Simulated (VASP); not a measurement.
Here is a VASP 6.6.1 calculation.

The input INCAR:

```
SYSTEM = GeSe3
  PREC = Accurate
  ENCUT = 520
  EDIFF = 1E-6
  ISMEAR = 0
  SIGMA = 0.1
  LREAL = .FALSE.
  LASPH = .TRUE.
  NELM = 100
  ALGO = Normal
  ISIF = 2
  LWAVE = .FALSE.
  LCHARG = .TRUE.
  GGA = PE
  LELF = .TRUE.
  LVHAR = .TRUE.
  NBANDS = 24
```

Contents of KPOINTS:

```
regular mesh
0
G
  4 4 4
  0 0 0
```

File POSCAR:

```
GeSe3
1.0
    4.5458613554      0.0000000000      0.0000000000
    0.0000000000      4.5458613554      0.0000000000
    0.0000000000      0.0000000000      4.5458613554
Ge Se
1 3
Direct
    0.0000000000      0.0000000000      0.0000000000
    0.0000000000      0.5000000000      0.5000000000
    0.5000000000      0.0000000000      0.5000000000
    0.5000000000      0.5000000000      0.0000000000
```

Potentials or basis: VASP PAW PBE potentials, release 64 (Ge_d, Se).

Run with:

```console
$ cat potpaw_PBE.64/Ge_d/POTCAR potpaw_PBE.64/Se/POTCAR > POTCAR
$ mpirun -np 1 vasp_std > vasp.out
```

(1) What does it give for the band gap on the k mesh?

(2) Predict the pressure.

Answers

(1) zero (bands 16 and 17 overlap by 1.71 eV).

(2) -4.8 GPa.

Caveat: the cell stands under tension.
